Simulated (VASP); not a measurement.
# LiBr (Fm-3m) in VASP: notebook

Runs on LiBr. Level: PBEsol. Tasks: single point, relaxation of cell and atoms.

Program: VASP 6.6.1. These are calculated values, not measurements. Logs are shortened: lines on timing, memory, paths and dates and some standing lists are left out, and cuts for length are marked.

## Step 1: The cell of the first run

Symmetry: Fm-3m, No. 225, cubic system. The conventional cell has a = 5.412 Å, b = 5.412 Å, c = 5.412 Å, α = 90.00°, β = 90.00°, γ = 90.00°. Li (site symmetry m-3m) has 6 Br at 2.71 Å within 3.6 Å. Within 3.6 Å of Br (site symmetry m-3m) lie 6 Li at 2.71 Å.

## Step 2: Single point, PBEsol

Contents of INCAR:

```
SYSTEM = LiBr
ALGO = Normal
EDIFF = 1E-6
ENCUT = 750
GGA = PS
GGA_COMPAT = .False.
ISIF = 2
ISMEAR = -1
LASPH = .True.
LCHARG = .False.
LREAL = .False.
LWAVE = .False.
NBANDS = 12
NELM = 120
PREC = Accurate
SIGMA = 0.1
```

Contents of KPOINTS:

```
k-points
0
Gamma
  12 12 12
  0 0 0
```

Contents of POSCAR:

```
LiBr
1.0
    2.7061253006      2.7061253006      0.0000000000
   -2.7061253006      2.7061253006      0.0000000000
    0.0000000000      2.7061253006      2.7061253006
Li Br
1 1
Direct
    0.0000000000      0.0000000000      0.0000000000
    0.5000000000      0.5000000000      0.0000000000
```

Potentials or basis: VASP PAW PBE potentials, release 64 (Li_sv, Br).

Launch:

```console
$ cat potpaw_PBE.64/Li_sv/POTCAR potpaw_PBE.64/Br/POTCAR > POTCAR
$ mpirun -np 1 vasp_std > vasp.out
```

OUTCAR:

```text
SYSTEM = LiBr
   EDIFF = 1E-6
   ENCUT = 750
   GGA = PS
   ISIF = 2
   ISMEAR = -1
   LASPH = .True.
   LREAL = .False.
   NELM = 120
   PREC = Accurate

 ion  position               nearest neighbor table
   1  0.000  0.000  0.000-
   2  0.500  0.500  0.000-

  LATTYP: Found a face centered cubic cell.
 ALAT       =     5.4122506012

  Lattice vectors:

 A1 = (   0.0000000000,   2.7061253006,   2.7061253006)
 A2 = (   2.7061253006,   0.0000000000,   2.7061253006)
 A3 = (   2.7061253006,   2.7061253006,   0.0000000000)

Analysis of symmetry for initial positions (statically):
=====================================================================
 Subroutine PRICEL returns:
 Original cell was already a primitive cell.

 Routine SETGRP: Setting up the symmetry group for a
 face centered cubic supercell.

 Subroutine GETGRP returns: Found 48 space group operations
 (whereof 48 operations were pure point group operations)
 out of a pool of 48 trial point group operations.

The static configuration has the point symmetry O_h .

Analysis of symmetry for dynamics (positions and initial velocities):
=====================================================================
 Subroutine PRICEL returns:
 Original cell was already a primitive cell.

 Routine SETGRP: Setting up the symmetry group for a
 face centered cubic supercell.

 Subroutine GETGRP returns: Found 48 space group operations
 (whereof 48 operations were pure point group operations)
 out of a pool of 48 trial point group operations.

The dynamic configuration has the point symmetry O_h .

 Subroutine INISYM returns: Found 48 space group operations
 (whereof 48 operations are pure point group operations),
 and found     1 'primitive' translations

----------------------------------------------------------------------------------------

                                     Primitive cell

  volume of cell :      39.6345

  direct lattice vectors                    reciprocal lattice vectors
     2.706125301  2.706125301  0.000000000     0.184766019  0.184766019 -0.184766019
    -2.706125301  2.706125301  0.000000000    -0.184766019  0.184766019 -0.184766019
     0.000000000  2.706125301  2.706125301     0.000000000  0.000000000  0.369532039

  length of vectors
     3.827039102  3.827039102  3.827039102     0.320024133  0.320024133  0.369532039

  position of ions in fractional coordinates (direct lattice)
     0.000000000  0.000000000  0.000000000
     0.500000000  0.500000000  0.000000000

  ion indices of the primitive-cell ions
   primitive index   ion index
                 1           1
                 2           2

----------------------------------------------------------------------------------------

 KPOINTS: k-points

Automatic generation of k-mesh.
 Grid dimensions read from file:
 generate k-points for:   12   12   12

 Generating k-lattice:

  Cartesian coordinates                     Fractional coordinates (reciprocal lattice)
     0.015397168  0.015397168 -0.015397168     0.083333333  0.000000000  0.000000000
    -0.015397168  0.015397168 -0.015397168     0.000000000  0.083333333  0.000000000
     0.000000000  0.000000000  0.030794337     0.000000000  0.000000000  0.083333333

  Length of vectors
     0.026668678  0.026668678  0.030794337

  Shift w.r.t. Gamma in fractional coordinates (k-lattice)
     0.000000000  0.000000000  0.000000000

 Subroutine IBZKPT returns following result:
 ===========================================

 Found     72 irreducible k-points:

 Following reciprocal coordinates:
            Coordinates               Weight
  0.000000  0.000000  0.000000      1.000000
  0.083333  0.000000  0.000000      8.000000
  0.166667  0.000000  0.000000      8.000000
  0.250000  0.000000  0.000000      8.000000
  0.333333  0.000000  0.000000      8.000000
  0.416667  0.000000  0.000000      8.000000
[... 16 lines left out ...]
  0.500000  0.166667  0.000000     24.000000
 -0.416667  0.166667  0.000000     24.000000
 [... further k-points ...]
   k-points           NKPTS =     72   k-points in BZ     NKDIM =     72   number of bands    NBANDS=     12
   number of dos      NEDOS =    301   number of ions     NIONS =      2
   total plane-waves  NPLWV =  46656
   dimension x,y,z NGX =    36 NGY =   36 NGZ =   36
   dimension x,y,z NGXF=    72 NGYF=   72 NGZF=   72
   ions per type =               1   1
   NGX,Y,Z   is equivalent  to a cutoff of  15.64, 15.64, 15.64 a.u.
   NGXF,Y,Z  is equivalent  to a cutoff of  31.28, 31.28, 31.28 a.u.
 SYSTEM =  LiBr
   PREC   = accura    normal or accurate (medium, high low for compatibility)
   ISTART =      0    job   : 0-new  1-cont  2-samecut
   ICHARG =      2    charge: 1-file 2-atom 10-const
   ISPIN  =      1    spin polarized calculation?
   LNONCOLLINEAR =      F non collinear calculations
   LSORBIT =      F    spin-orbit coupling
   LASPH  =      T    aspherical Exc in radial PAW
   ENCUT  =  750.0 eV  55.12 Ry    7.42 a.u.   8.55  8.55  8.55*2*pi/ulx,y,z
   NELM   =    120;   NELMIN=  2; NELMDL= -5     # of ELM steps
   EDIFF  = 0.1E-05   stopping-criterion for ELM
   LREAL  =      F    real-space projection
   EDIFFG = 0.1E-04   stopping-criterion for IOM
   NSW    =      0    number of steps for IOM
   IBRION =     -1    ionic relax: 0-MD 1-quasi-New 2-CG
   NFREE  =      0    steps in history (QN), initial steepest desc. (CG)
   ISIF   =      2    stress and relaxation
   ISYM   =      2    0-nonsym 1-usesym 2-fastsym
   POTIM  = 0.5000    time-step for ionic-motion
   TEBEG  =    0.0;   TEEND  =   0.0 temperature during run
   PSTRESS=    0.0 pullay stress
   NELECT =      10.0000    total number of electrons
   NUPDOWN=      -1.0000    fix difference up-down
   EMIN   =  10.00;   EMAX   =-10.00  energy-range for DOS
   EFERMI =   0.00;   METHOD = LEGACY
   ISMEAR =    -1;   SIGMA  =   0.10  broadening in eV -4-tet -1-fermi 0-gaus
   EFERMI_NEDOS =   21; number of points for ismear=-14 and -15
   IALGO  =     38    algorithm
   IMIX   =      4    mixing-type and parameters
     AMIX     =   0.40;   BMIX     =  1.00
     AMIX_MAG =   1.60;   BMIX_MAG =  1.00
  volume/ion in A,a.u.               =      19.82       133.73
  Fermi-wavevector in a.u.,A,eV,Ry     =   1.034468  1.954860 14.559913  1.070123
  Thomas-Fermi vector in A             =   2.168764
   LORBIT       =      0    0 simple, 1 ext, 2 COOP (PROOUT), +10 PAW based schemes
   GGA     = PS    functional components
   LHFCALC =     F    Hartree Fock is set to
   AEXX    =    0.0000 exact exchange contribution
   IVDW    =     0    specifies the selected vdW correction
   LEPSILON=     F    determine dielectric tensor
   LRPA    =     F    only Hartree local field effects (RPA)
 non-spin polarized calculation
  energy-cutoff  :      750.00
  volume of cell :       39.63
 maximum number of plane-waves:      1873
 NGX is ok and might be reduce to    36
   NGX = 17   NGY = 17   NGZ = 17

 number of electron      10.0000001 magnetization

 Free energy of the ion-electron system (eV)
  ---------------------------------------------------
  ext. energy  EPLUGINS =         0.00000000
  ---------------------------------------------------
  free energy    TOTEN  =        -6.93527562 eV

  energy without entropy =       -6.93527562  energy(sigma->0) =       -6.93527562

 E-fermi :   2.8694     XC(G=0):  -8.7907

 val. band max:        0.5920133507   @ k =   0.0833   0.0833   0.0000
 cond. band min:       5.5697684502   @ k =   0.0000   0.0000   0.0000
 fundamental gap:      4.9777550996
 Fermi energy:         2.8694212905

 k-point     1 :       0.0000    0.0000    0.0000
  band No.  band energies     occupation
      1     -43.0180      2.00000
      2     -13.0465      2.00000
      3       0.5857      2.00000
      4       0.5857      2.00000
      5       0.5857      2.00000
      6       5.5698      0.00000
      7      11.0091      0.00000
      8      11.0091      0.00000
      9      11.0091      0.00000
     10      12.9635      0.00000
     11      12.9635      0.00000
     12      12.9635      0.00000

 k-point     2 :       0.0833    0.0000    0.0000
  band No.  band energies     occupation
      1     -43.0179      2.00000
      2     -13.0140      2.00000
      3       0.2738      2.00000
      4       0.5638      2.00000
      5       0.5638      2.00000
      6       5.8493      0.00000
      7      10.5630      0.00000
      8      11.0303      0.00000
      9      11.0303      0.00000
     10      12.1976      0.00000
     11      12.1976      0.00000
     12      13.1802      0.00000

 k-point     3 :       0.1667    0.0000    0.0000
  band No.  band energies     occupation
      1     -43.0176      2.00000
      2     -12.9229      2.00000
      3      -0.4432      2.00000
      4       0.5060      2.00000
      5       0.5060      2.00000
      6       6.3552      0.00000
      7      10.1095      0.00000
      8      10.5320      0.00000
      9      10.5320      0.00000
     10      12.1633      0.00000
     11      12.1633      0.00000
     12      13.4288      0.00000

 k-point     4 :       0.2500    0.0000    0.0000
  band No.  band energies     occupation
      1     -43.0172      2.00000
      2     -12.7925      2.00000
      3      -1.2444      2.00000
      4       0.4313      2.00000
      5       0.4313      2.00000
      6       6.5298      0.00000
      7       9.7478      0.00000
      8       9.7478      0.00000
      9      10.3932      0.00000
     10      12.9556      0.00000
     11      12.9556      0.00000
     12      13.6814      0.00000

 k-point     5 :       0.3333    0.0000    0.0000
  band No.  band energies     occupation
      1     -43.0168      2.00000
      2     -12.6544      2.00000
      3      -1.9334      2.00000
      4       0.3612      2.00000
      5       0.3612      2.00000
      6       6.3550      0.00000
      7       9.1294      0.00000
      8       9.1294      0.00000
      9      11.3185      0.00000
     10      13.9696      0.00000
     11      14.1141      0.00000
     12      14.1141      0.00000
[... 228 lines left out ...]
      1     -43.0165      2.00000
      2     -12.5067      2.00000
      3      -2.1092      2.00000
      4      -0.6162      2.00000
      5       0.2714      2.00000
      6       7.1177      0.00000
      7       9.0476      0.00000
      8       9.1188      0.00000
      9      11.1802      0.00000
     10      13.9365      0.00000
     11      14.9671      0.00000
     12      16.3203      0.00000

 k-point    22 :       0.4167    0.1667    0.0000
  band No.  band energies     occupation
      1     -43.0163      2.00000
      2     -12.4450      2.00000
      3      -2.3522      2.00000
      4      -0.5858      2.00000
      5       0.1234      2.00000
      6       7.0252      0.00000
      7       8.7253      0.00000
      8       9.2066      0.00000
      9      11.8901      0.00000
     10      14.6072      0.00000
     11      15.3438      0.00000
     12      15.6743      0.00000

 k-point    23 :       0.5000    0.1667    0.0000
  band No.  band energies     occupation
      1     -43.0163      2.00000
      2     -12.4548      2.00000
      3      -2.3302      2.00000
      4      -0.4523      2.00000
      5       0.0137      2.00000
      6       7.0845      0.00000
      7       8.5331      0.00000
      8       9.5032      0.00000
      9      11.4688      0.00000
     10      13.9298      0.00000
     11      16.5622      0.00000
     12      16.7402      0.00000

 k-point    24 :      -0.4167    0.1667    0.0000
  band No.  band energies     occupation
      1     -43.0165      2.00000
      2     -12.5328      2.00000
      3      -2.0410      2.00000
      4      -0.2550      2.00000
      5      -0.0335      2.00000
      6       7.2943      0.00000
      7       8.5100      0.00000
      8       9.9842      0.00000
      9      10.3948      0.00000
     10      13.3556      0.00000
     11      16.2535      0.00000
     12      16.3793      0.00000

 [... further k-points ...]
[... 5 lines left out ...]
  --------------------------------------------------------------------------------------
  -------------------------------------------------------------------------------------
  Total       -0.0101239     -0.0101239     -0.0101239      0.0000000      0.0000000     -0.0000000
  in kB       -0.4092474     -0.4092474     -0.4092474      0.0000000      0.0000000     -0.0000000
  external PRESSURE =      -0.4092474 kB  Pullay stress =       0.0000000 kB

 VOLUME and BASIS-vectors are now :
 -----------------------------------------------------------------------------
  energy-cutoff  :      750.00
  volume of cell :       39.63
      direct lattice vectors                 reciprocal lattice vectors
     2.706125301  2.706125301  0.000000000     0.184766019  0.184766019 -0.184766019
    -2.706125301  2.706125301  0.000000000    -0.184766019  0.184766019 -0.184766019
     0.000000000  2.706125301  2.706125301     0.000000000  0.000000000  0.369532039

 POSITION                                       TOTAL-FORCE (eV/Angst)
 -----------------------------------------------------------------------------------
      0.00000      0.00000      0.00000        -0.000000      0.000000      0.000000
      0.00000      2.70613      0.00000         0.000000     -0.000000      0.000000
 -----------------------------------------------------------------------------------
    total drift:                               -0.000000      0.000000     -0.000000

  FREE ENERGIE OF THE ION-ELECTRON SYSTEM (eV)
  ---------------------------------------------------
  free  energy   TOTEN  =        -6.9352756185 eV

  energy  without entropy=       -6.9352756184  energy(sigma->0) =       -6.93527562
```

It took 40 s on 1 thread of Oxide Virtual Turin-like, shared host; peak memory 0.2 GiB.

Results:

* Free energy: -6.9353 eV
* Pressure: 0.0 GPa
* Band gap on the k mesh: 4.98 eV (least direct gap 4.98 eV)

Caveat: the PAW data sets were made with another functional, which shifts forces and pressure a little.

## Step 3: Relaxation of cell and atoms, PBEsol

This run uses another cell than the first one, of 20.81 Å³/atom.

Contents of INCAR:

```
SYSTEM = LiBr
PREC     = Accurate       ! precision mode
ENCUT    = 750            ! plane-wave cutoff, eV
EDIFF    = 1E-7           ! SCF threshold, eV
ISMEAR   = -1             ! smearing method
SIGMA    = 0.1            ! smearing width, eV
LREAL    = .FALSE.        ! projectors in reciprocal space
LASPH    = .TRUE.         ! aspherical terms in the spheres
NELM     = 120            ! most SCF steps
ALGO     = Normal         ! electronic algorithm
ISIF     = 3              ! what is computed and relaxed
LWAVE    = .FALSE.        ! write WAVECAR
LCHARG   = .FALSE.        ! write CHGCAR
GGA      = PS             ! functional
IBRION   = 2              ! ionic algorithm
NSW      = 100            ! ionic steps
EDIFFG   = -0.002         ! ionic threshold
GGA_COMPAT= .FALSE.      
NELMIN   = 4
```

Contents of KPOINTS:

```
regular mesh
0
G
  12 12 12
  0 0 0
```

Contents of POSCAR:

```
LiBr
1.0
    2.7506500000      2.7506500000      0.0000000000
   -2.7506500000      2.7506500000      0.0000000000
    0.0000000000      2.7506500000      2.7506500000
Li Br
1 1
Direct
    0.0000000000      0.0000000000      0.0000000000
    0.5000000000      0.5000000000      0.0000000000
```

Potentials or basis: VASP PAW PBE potentials, release 64 (Li_sv, Br).

Launch:

```console
$ cat potpaw_PBE.64/Li_sv/POTCAR potpaw_PBE.64/Br/POTCAR > POTCAR
$ mpirun -np 1 vasp_std > vasp.out
```

Run time: 91 s. Hardware: 1 thread of Oxide Virtual Turin-like, shared host; peak memory 0.21 GiB.

It converged, with:

- Free energy: -6.9357 eV
- Relaxed volume: 19.79 Å³/atom
- Relaxed cell: a = 3.825 Å, b = 3.825 Å, c = 3.825 Å, α = 60.00°, β = 60.00°, γ = 90.00°
- Space group after relaxing (to 0.1 Å): Fm-3m (No. 225)
- Energy gained by relaxing: 4.4 meV/atom
- Ionic steps: 4
- Pressure after relaxing: 0.0 GPa
- Band gap on the k mesh: 4.98 eV (least direct gap 4.99 eV)

The path:
```tsv
step	energy change (eV)	largest force (eV/Å)	pressure (GPa)	volume (Å³)
1	0.0000	0.0000	-1.31	41.62
2	-0.0065	0.0000	-0.70	40.60
3	-0.0088	0.0000	-0.03	39.63
4	-0.0088	0.0000	0.00	39.58
```

Final structure:
```xyz
2
Lattice="2.7048 2.7048 0.0000 -2.7048 2.7048 0.0000 0.0000 2.7048 2.7048" Properties=species:S:1:pos:R:3 pbc="T T T"
Li    0.0000    0.0000    0.0000
Br    0.0000    2.7048    0.0000
```

Levels at points of the mesh, in eV from the valence-band top:
```tsv
k point	band 1	band 2	band 3	band 4	band 5	band 6	band 7	band 8	band 9
(0.00, 0.00, 0.00)	-43.61	-13.64	-0.01	-0.01	-0.01	4.98	10.42	10.42	10.42
(0.50, 0.00, 0.00)	-43.61	-13.10	-3.15	-0.30	-0.30	5.47	8.03	8.03	12.16
(0.50, 0.50, 0.00)	-43.61	-12.88	-3.18	-1.26	-1.26	6.22	6.85	11.90	12.68
```

Caveat: the PAW data sets were made with another functional, which shifts forces and pressure a little. A k mesh can miss the band edges.
